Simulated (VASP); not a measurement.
# Fe (I4/mmm) in VASP: further runs

Fe is run at these levels: PBEsol; tasks: single point, relaxation of cell and atoms.

Program: VASP 6.6.1. These are calculated values, not measurements. Logs are shortened: lines on timing, memory, paths and dates and some standing lists are left out, and cuts for length are marked.

## 1. The cell of the first run

It takes space group I4/mmm (No. 139, tetragonal). The conventional cell has a = 2.451 Å, b = 2.451 Å, c = 7.251 Å, α = 90.00°, β = 90.00°, γ = 90.00°. Within 2.8 Å of Fe (site symmetry 4mm) lie 9 Fe at 2.15 to 2.45 Å.

## 2. Single point, PBEsol

INCAR

```
SYSTEM = Fe
ALGO = Fast
EDIFF = 1E-6
ENCUT = 520
GGA = PS
ISIF = 2
ISMEAR = 0
LASPH = .True.
LCHARG = .True.
LELF = .True.
LREAL = .False.
LVHAR = .True.
LWAVE = .False.
NBANDS = 15
NELM = 80
PREC = Accurate
SIGMA = 0.1
```

KPOINTS

```
k-points
0
Gamma
  10 10 10
  0 0 0
```

POSCAR

```
Fe
1.0
   -1.2257060327      1.2257060327      3.6252759088
    1.2257060327     -1.2257060327      3.6252759088
    1.2257060327      1.2257060327     -3.6252759088
Fe
2
Direct
    0.8517717394      0.8517717394      0.0000000000
    0.1482282606      0.1482282606      0.0000000000
```

Potentials or basis: VASP PAW PBE potentials, release 64 (Fe).

Started as:

```bash
$ cat potpaw_PBE.64/Fe/POTCAR > POTCAR
$ mpirun -np 1 vasp_std > vasp.out
```

OUTCAR:

```text
SYSTEM = Fe
   EDIFF = 1E-6
   ENCUT = 520
   GGA = PS
   ISIF = 2
   ISMEAR = 0
   LASPH = .True.
   LREAL = .False.
   NELM = 80
   PREC = Accurate

 ion  position               nearest neighbor table
   1  0.852  0.852  0.000-   2 2.15   2 2.28   2 2.28   2 2.28   2 2.28
   2  0.148  0.148  0.000-   1 2.15   1 2.28   1 2.28   1 2.28   1 2.28

  LATTYP: Found a body centered tetragonal cell.
 ALAT       =     2.4514120654
 C/A-ratio  =     2.9577042228

  Lattice vectors:

 A1 = (  -1.2257060327,   1.2257060327,   3.6252759088)
 A2 = (   1.2257060327,  -1.2257060327,   3.6252759088)
 A3 = (   1.2257060327,   1.2257060327,  -3.6252759088)

Analysis of symmetry for initial positions (statically):
=====================================================================
 Subroutine PRICEL returns:
 Original cell was already a primitive cell.

 Routine SETGRP: Setting up the symmetry group for a
 body centered tetragonal supercell.

 Subroutine GETGRP returns: Found 16 space group operations
 (whereof 16 operations were pure point group operations)
 out of a pool of 16 trial point group operations.

The static configuration has the point symmetry D_4h.

Analysis of symmetry for dynamics (positions and initial velocities):
=====================================================================
 Subroutine PRICEL returns:
 Original cell was already a primitive cell.

 Routine SETGRP: Setting up the symmetry group for a
 body centered tetragonal supercell.

 Subroutine GETGRP returns: Found 16 space group operations
 (whereof 16 operations were pure point group operations)
 out of a pool of 16 trial point group operations.

The dynamic configuration has the point symmetry D_4h.

 Subroutine INISYM returns: Found 16 space group operations
 (whereof 16 operations are pure point group operations),
 and found     1 'primitive' translations

----------------------------------------------------------------------------------------

                                     Primitive cell

  volume of cell :      21.7858

  direct lattice vectors                    reciprocal lattice vectors
    -1.225706033  1.225706033  3.625275909     0.000000000  0.407928155  0.137920537
     1.225706033 -1.225706033  3.625275909     0.407928155  0.000000000  0.137920537
     1.225706033  1.225706033 -3.625275909     0.407928155  0.407928155  0.000000000

  length of vectors
     4.018374792  4.018374792  4.018374792     0.430612882  0.430612882  0.576897529

  position of ions in fractional coordinates (direct lattice)
     0.851771739  0.851771739  0.000000000
     0.148228261  0.148228261  0.000000000

  ion indices of the primitive-cell ions
   primitive index   ion index
                 1           1
                 2           2

----------------------------------------------------------------------------------------

 KPOINTS: k-points

Automatic generation of k-mesh.
 Grid dimensions read from file:
 generate k-points for:   10   10   10

 Generating k-lattice:

  Cartesian coordinates                     Fractional coordinates (reciprocal lattice)
     0.000000000  0.040792815  0.013792054     0.100000000 -0.000000000  0.000000000
     0.040792815  0.000000000  0.013792054    -0.000000000  0.100000000  0.000000000
     0.040792815  0.040792815  0.000000000     0.000000000  0.000000000  0.100000000

  Length of vectors
     0.043061288  0.043061288  0.057689753

  Shift w.r.t. Gamma in fractional coordinates (k-lattice)
     0.000000000  0.000000000  0.000000000

 Subroutine IBZKPT returns following result:
 ===========================================

 Found    102 irreducible k-points:

 Following reciprocal coordinates:
            Coordinates               Weight
  0.000000  0.000000  0.000000      1.000000
  0.100000  0.000000 -0.000000      8.000000
  0.200000  0.000000 -0.000000      8.000000
  0.300000  0.000000 -0.000000      8.000000
  0.400000  0.000000 -0.000000      8.000000
  0.500000  0.000000 -0.000000      4.000000
[... 16 lines left out ...]
  0.300000  0.300000 -0.000000      8.000000
  0.400000  0.300000 -0.000000     16.000000
 [... further k-points ...]
   k-points           NKPTS =    102   k-points in BZ     NKDIM =    102   number of bands    NBANDS=     15
   number of dos      NEDOS =    301   number of ions     NIONS =      2
   total plane-waves  NPLWV =  27000
   dimension x,y,z NGX =    30 NGY =   30 NGZ =   30
   dimension x,y,z NGXF=    60 NGYF=   60 NGZF=   60
   ions per type =               2
   NGX,Y,Z   is equivalent  to a cutoff of  12.41, 12.41, 12.41 a.u.
   NGXF,Y,Z  is equivalent  to a cutoff of  24.82, 24.82, 24.82 a.u.
 SYSTEM =  Fe
   PREC   = accura    normal or accurate (medium, high low for compatibility)
   ISTART =      0    job   : 0-new  1-cont  2-samecut
   ICHARG =      2    charge: 1-file 2-atom 10-const
   ISPIN  =      1    spin polarized calculation?
   LNONCOLLINEAR =      F non collinear calculations
   LSORBIT =      F    spin-orbit coupling
   LASPH  =      T    aspherical Exc in radial PAW
   ENCUT  =  520.0 eV  38.22 Ry    6.18 a.u.   7.47  7.47  7.47*2*pi/ulx,y,z
   NELM   =     80;   NELMIN=  2; NELMDL= -5     # of ELM steps
   EDIFF  = 0.1E-05   stopping-criterion for ELM
   LREAL  =      F    real-space projection
   EDIFFG = 0.1E-04   stopping-criterion for IOM
   NSW    =      0    number of steps for IOM
   IBRION =     -1    ionic relax: 0-MD 1-quasi-New 2-CG
   NFREE  =      0    steps in history (QN), initial steepest desc. (CG)
   ISIF   =      2    stress and relaxation
   ISYM   =      2    0-nonsym 1-usesym 2-fastsym
   POTIM  = 0.5000    time-step for ionic-motion
   TEBEG  =    0.0;   TEEND  =   0.0 temperature during run
   PSTRESS=    0.0 pullay stress
   NELECT =      16.0000    total number of electrons
   NUPDOWN=      -1.0000    fix difference up-down
   EMIN   =  10.00;   EMAX   =-10.00  energy-range for DOS
   EFERMI =   0.00;   METHOD = LEGACY
   ISMEAR =     0;   SIGMA  =   0.10  broadening in eV -4-tet -1-fermi 0-gaus
   EFERMI_NEDOS =   21; number of points for ismear=-14 and -15
   IALGO  =     68    algorithm
   IMIX   =      4    mixing-type and parameters
     AMIX     =   0.40;   BMIX     =  1.00
     AMIX_MAG =   1.60;   BMIX_MAG =  1.00
  volume/ion in A,a.u.               =      10.89        73.51
  Fermi-wavevector in a.u.,A,eV,Ry     =   1.477033  2.791188 29.682838  2.181627
  Thomas-Fermi vector in A             =   2.591487
   LORBIT       =      0    0 simple, 1 ext, 2 COOP (PROOUT), +10 PAW based schemes
   GGA     = PS    functional components
   LHFCALC =     F    Hartree Fock is set to
   AEXX    =    0.0000 exact exchange contribution
   IVDW    =     0    specifies the selected vdW correction
   LEPSILON=     F    determine dielectric tensor
   LRPA    =     F    only Hartree local field effects (RPA)
 non-spin polarized calculation
 RMM-DIIS sequential band-by-band and
 Gauss-broadening in eV      SIGMA  =   0.10
  energy-cutoff  :      520.00
  volume of cell :       21.79
 maximum number of plane-waves:       609
 NGX is ok and might be reduce to    30
   NGX = 15   NGY = 15   NGZ = 15

 number of electron      16.0000000 magnetization

 Free energy of the ion-electron system (eV)
  ---------------------------------------------------
  ext. energy  EPLUGINS =         0.00000000
  ---------------------------------------------------
  free energy    TOTEN  =       -17.00160437 eV

  energy without entropy =      -16.99050705  energy(sigma->0) =      -16.99605571

 E-fermi :   6.0015     XC(G=0): -13.4350

 val. band max:        5.9992127908   @ k =   0.4000   0.3000   0.1000
 cond. band min:       6.0047946797   @ k =   0.4000   0.2000   0.1000
 fundamental gap:      0.0055818890
 Fermi energy:         6.0014536244

 k-point     1 :       0.0000    0.0000    0.0000
  band No.  band energies     occupation
      1      -2.4156      2.00000
      2       1.9338      2.00000
      3       2.2064      2.00000
      4       3.9785      2.00000
      5       4.0718      2.00000
      6       5.1389      2.00000
      7       5.1389      2.00000
      8       5.8344      1.98185
      9       5.9209      1.74552
     10       5.9209      1.74552
     11       7.1139      0.00000
     12       9.3636      0.00000
     13      15.8150      0.00000
     14      26.1802      0.00000
     15      26.1803      0.00000

 k-point     2 :       0.1000    0.0000   -0.0000
  band No.  band energies     occupation
      1      -2.1066      2.00000
      2       2.0697      2.00000
      3       2.3051      2.00000
      4       3.8928      2.00000
      5       4.1775      2.00000
      6       5.0381      2.00000
      7       5.0488      2.00000
      8       5.4765      2.00000
      9       5.5991      2.00000
     10       6.2568      0.00030
     11       7.0625      0.00000
     12       9.9034      0.00000
     13      16.0628      0.00000
     14      23.2971      0.00000
     15      24.4304      0.00000

 k-point     3 :       0.2000    0.0000   -0.0000
  band No.  band energies     occupation
      1      -1.2308      2.00000
      2       2.2028      2.00000
      3       2.7417      2.00000
      4       3.3842      2.00000
      5       4.5761      2.00000
      6       4.8009      2.00000
      7       4.8781      2.00000
      8       5.1309      2.00000
      9       5.4070      2.00000
     10       6.5138      0.00000
     11       6.9801      0.00000
     12      10.7209      0.00000
     13      16.6095      0.00000
     14      19.6434      0.00000
     15      21.7277      0.00000
[... 343 lines left out ...]
 k-point    23 :       0.3000    0.3000   -0.0000
  band No.  band energies     occupation
      1       1.9008      2.00000
      2       2.3742      2.00000
      3       2.5335      2.00000
      4       2.6983      2.00000
      5       4.2054      2.00000
      6       4.3376      2.00000
      7       5.0160      2.00000
      8       5.8356      1.98098
      9       6.4905      0.00000
     10       7.0578      0.00000
     11       7.8904      0.00000
     12      11.4835      0.00000
     13      14.8153      0.00000
     14      18.2048      0.00000
     15      22.7030      0.00000

 k-point    24 :       0.4000    0.3000   -0.0000
  band No.  band energies     occupation
      1       2.0123      2.00000
      2       2.2096      2.00000
      3       2.4171      2.00000
      4       2.7572      2.00000
      5       4.1000      2.00000
      6       4.8009      2.00000
      7       5.0912      2.00000
      8       6.0381      0.60404
      9       6.9916      0.00000
     10       7.2465      0.00000
     11       9.3170      0.00000
     12      12.1578      0.00000
     13      12.4202      0.00000
     14      18.7359      0.00000
     15      20.7737      0.00000

 [... further k-points ...]

------------------------ aborting loop because EDIFF is reached ----------------------------------------

  FORCE on cell =-STRESS in cart. coord.  units (eV):
  Direction    XX          YY          ZZ          XY          YZ          ZX
  --------------------------------------------------------------------------------------
  -------------------------------------------------------------------------------------
  Total       -0.0423471     -0.0423471     -0.2011717      0.0000000     -0.0000000     -0.0000000
  in kB       -3.1143009     -3.1143009    -14.7946155      0.0000000     -0.0000000     -0.0000000
  external PRESSURE =      -7.0077391 kB  Pullay stress =       0.0000000 kB

 VOLUME and BASIS-vectors are now :
 -----------------------------------------------------------------------------
  energy-cutoff  :      520.00
  volume of cell :       21.79
      direct lattice vectors                 reciprocal lattice vectors
    -1.225706033  1.225706033  3.625275909     0.000000000  0.407928155  0.137920537
     1.225706033 -1.225706033  3.625275909     0.407928155  0.000000000  0.137920537
     1.225706033  1.225706033 -3.625275909     0.407928155  0.407928155  0.000000000

 POSITION                                       TOTAL-FORCE (eV/Angst)
 -----------------------------------------------------------------------------------
      0.00000      0.00000      6.17582         0.000000      0.000000      0.028115
      0.00000      0.00000      1.07474        -0.000000     -0.000000     -0.028115
 -----------------------------------------------------------------------------------
    total drift:                                0.000000      0.000000     -0.000000

  FREE ENERGIE OF THE ION-ELECTRON SYSTEM (eV)
  ---------------------------------------------------
  free  energy   TOTEN  =       -17.0016043658 eV

  energy  without entropy=      -16.9905070516  energy(sigma->0) =      -16.99605571
```

Wall time 43 s (1 thread of Intel Xeon 6975P-C (Granite Rapids), shared host); peak memory 0.18 GiB.

Results:

```
Free energy            : -17.0016 eV
Pressure               : -0.7 GPa
Largest force          : 0.028 eV/Å
Band gap on the k mesh : zero (band 8 reaches 7.26 eV, above the bottom of band 9 at 5.14 eV)
```

Forces on the atoms (eV/Å):
```
Fe   0.000  0.000  0.028
Fe   0.000  0.000 -0.028
```

Caveat: the k points lie up to 0.36 Å⁻¹ apart; the PAW data sets were made with another functional, which shifts forces and pressure a little; the run has no spin polarisation, though such a crystal can be magnetic. Spin polarisation is off, so any magnetic state and its effect on volume and gap are missing.

[end of part 1 of 2]
